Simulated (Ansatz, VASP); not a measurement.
# GeSb2: VASP beside Ansatz

```
Ge Sb
1.0
    -1.93296    1.93296    4.74178
     1.93296   -1.93296    4.74178
     1.93296    1.93296   -4.74178
Ge Sb
1 2
Direct
  0.00000 0.00000 0.00000
  0.66500 0.66500 0.00000
  0.33500 0.33500 0.00000
```

Alike in both runs: task single point; functional PBE; k mesh 6 × 6 × 6; occupations gaussian, width 0.1 eV; no spin polarisation.

```csv
,VASP,Ansatz
version,VASP 6.6.1,Ansatz 0.2.0
potentials or method,"VASP PAW PBE potentials, release 64 (Ge_d, Sb), cutoff 520 eV","scalar-relativistic, plane waves, PAW"
valence electrons in the cell,24,44
```

VASP gave:

* gap on the k mesh at the Fermi level (eV): none
* pressure (GPa): 4.3
* traceless stress, the component that is largest in VASP (GPa): 2.87
* rms of the force components (eV/Å): 0.022

Question: Estimate Ansatz's values.

Answer: gap on the k mesh at the Fermi level (eV): none; pressure (GPa): 4.3; traceless stress, the component that is largest in VASP (GPa): 2.85; rms of the force components (eV/Å): 0.022.

Atom by atom the forces differ by 0.000 eV/Å (rms over components). A gap of «none» marks a metal or a gap that the smearing closes. With one functional, cell and mesh, what is left measures potentials, basis and numerics. VASP's potentials hold 24 valence electrons a cell and Ansatz's 44, so a difference there can come from the potentials and not from the codes.

The k mesh is coarse, so the values compare programs but aren't converged. Neither program's run includes spin-orbit coupling.
